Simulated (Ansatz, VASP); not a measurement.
**One calculation of FeO, two programs**

```xyz
2
Lattice="2.8533 0.0000 0.0000 -1.4266 2.4710 0.0000 0.0000 0.0000 2.7629" Properties=species:S:1:pos:R:3 pbc="T T T"
Fe    1.4266    0.8237    1.3814
O     0.0000    1.6473    0.0000
```

Change from the starting cell: species swapped into the NbN type (P-6m2, No. 187).

Alike in both runs: functional PBE; k mesh 24 × 24 × 20; occupations gaussian, width 0.1 eV; collinear spin.

Ansatz relaxed the structure, and its values are those at the end. VASP's run is a single point on that final structure, the one shown.

```csv
,VASP,Ansatz
version,VASP 6.6.1,Ansatz 0.2.0
potentials or method,"VASP PAW PBE potentials, release 64 (Fe, O), cutoff 520 eV","scalar-relativistic, plane waves, PAW"
valence electrons in the cell,14,22
```

```tsv
	VASP	Ansatz	Ansatz less VASP
gap on the k mesh at the Fermi level (eV)	none	none	-
pressure (GPa)	0.1	0.0	-0.08
net moment per atom (μB)	2.00	2.00	+0.001
size of the moment on the site where the two differ most (μB)	3.56	3.44	-0.125
```

Site moments also hang on the region over which each program counts them. A gap of «none» marks a metal or a gap that the smearing closes. The functional is the same, so the differences come from potentials, cutoffs and numerics. VASP's potentials hold 14 valence electrons a cell and Ansatz's 22, so a difference there can come from the potentials and not from the codes.
